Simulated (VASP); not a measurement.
Input of a VASP 6.6.1 run:

INCAR

```
SYSTEM = Ti
PREC = Accurate ; ENCUT = 520
EDIFF = 1E-8 ; ISMEAR = -1
SIGMA = 0.08 ; LREAL = .FALSE.
LASPH = .TRUE. ; NELM = 100
ALGO = Normal ; ISIF = 2
LWAVE = .FALSE. ; LCHARG = .FALSE.
GGA = PE ; LEFG = .TRUE.
NBANDS = 19
```

Contents of KPOINTS:

```
Automatic mesh
0
G
  13 13 7
  0 0 0
```

POSCAR

```
Ti
1.0
    2.9499978604      0.0000000000      0.0000000000
   -1.4749989302      2.5547730882      0.0000000000
    0.0000000000      0.0000000000      4.5454200000
Ti
2
Direct
    0.3333333333      0.6666666667      0.2500000000
    0.6666666667      0.3333333333      0.7500000000
```

Potentials or basis: VASP PAW PBE potentials, release 64 (Ti_sv).

Run with:

```sh
$ cat potpaw_PBE.64/Ti_sv/POTCAR > POTCAR
$ mpirun -np 1 vasp_std > vasp.out
```

Q: Estimate the pressure.

A: 1.6 GPa.

Q: Predict the band gap on the k mesh.

A: Zero (bands 12 and 13 overlap by 1.10 eV).

Stress tensor (GPa, compression positive):
```
0.57 0.00 0.00
0.00 0.57 0.00
0.00 0.00 3.71
```

Caveat: the cell differs from its parent crystal (zz strain of -3 %); without QUAD_EFG the Cq values of the log hold for a quadrupole moment of 1 mb, not for the nuclei.
